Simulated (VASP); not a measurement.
Runs of VASP 6.6.1 on Al. The structure is that of space group P6_3/mmc (No. 194), or close to it. The cells are those of the table. 

```tsv
task	level	potentials or basis	cell	k mesh	cutoff (eV)	grid for exact exchange (PRECFOCK)	gap on the mesh (eV)	pressure (GPa)
relaxation of cell and atoms	PBE	VASP PAW PBE potentials, release 64 (Al)	relaxed to 20 GPa from a = 2.812, b = 2.812, c = 4.867 Å, angles 90.0, 90.0, 120.0°, 2 atoms	11 × 11 × 6	600	-	none	20.0
relaxation of cell and atoms	PBEsol	VASP PAW PBE potentials, release 64 (Al)	relaxed to 20 GPa from a = 2.812, b = 2.812, c = 4.867 Å, angles 90.0, 90.0, 120.0°, 2 atoms	11 × 11 × 6	600	-	none	20.0
single point	PBE	VASP PAW PBE potentials, release 64 (Al)	a = 2.849, b = 2.849, c = 4.931 Å, angles 90.0, 90.0, 120.0°, 2 atoms	11 × 11 × 6	520	-	none	-2.6
single point	PBE0	VASP PAW PBE potentials, release 64 (Al)	a = 2.774, b = 2.774, c = 4.801 Å, angles 90.0, 90.0, 120.0°, 2 atoms	6 × 6 × 4	520	Normal	none	3.5
single point	PBE+D3(BJ)	VASP PAW PBE potentials, release 64 (Al)	a = 2.817, b = 2.817, c = 4.656 Å, angles 90.0, 90.0, 120.0°, 2 atoms	11 × 11 × 6	520	-	none	(b)
single point	LDA	VASP PAW LDA potentials, release 64 (Al)	a = 2.849, b = 2.849, c = 4.931 Å, angles 90.0, 90.0, 120.0°, 2 atoms	11 × 11 × 6	520	-	none	-5.4
relaxation of cell and atoms	PBEsol	VASP PAW PBE potentials, release 64 (Al)	relaxed to 5 GPa from a = 2.812, b = 2.812, c = 4.867 Å, angles 90.0, 90.0, 120.0°, 2 atoms	11 × 11 × 6	600	-	none	5.0
single point	PBEsol	VASP PAW PBE potentials, release 64 (Al)	a = 2.868, b = 2.868, c = 4.962 Å, angles 90.0, 90.0, 120.0°, 2 atoms	11 × 11 × 6	520	-	none	(a)
single point	PBE	VASP PAW PBE potentials, release 64 (Al)	a = 2.868, b = 2.868, c = 4.962 Å, angles 90.0, 90.0, 120.0°, 2 atoms	11 × 11 × 6	520	-	none	-3.8
single point	PBEsol	VASP PAW PBE potentials, release 64 (Al)	a = 2.831, b = 2.831, c = 4.899 Å, angles 90.0, 90.0, 120.0°, 2 atoms	11 × 11 × 6	520	-	none	-2.7
relaxation of cell and atoms	PBE	VASP PAW PBE potentials, release 64 (Al)	relaxed from a = 2.812, b = 2.812, c = 4.867 Å, angles 90.0, 90.0, 120.0°, 2 atoms	11 × 11 × 6	600	-	none	0.0
single point	PBE+D3(BJ)	VASP PAW PBE potentials, release 64 (Al)	a = 2.812, b = 2.812, c = 4.867 Å, angles 90.0, 90.0, 120.0°, 2 atoms	11 × 11 × 6	520	-	none	-3.2
```

Alike in all rows: no spin polarisation; smearing fermi-dirac 0.05 eV.

Task: Estimate the missing entries.

Result: (a) -5.1; (b) -0.4.

Caveats: some runs use coarse meshes; the PAW data sets were made with another functional, which shifts forces and pressure a little (some runs); the cell is relaxed towards a set pressure, so the enthalpy falls and the energy may rise (some runs); three body term missing (some runs); pairwise dispersion overbinds metals, which lowers pressure and volume (some runs).

A gap of «none» marks levels without a gap at the run's occupations.
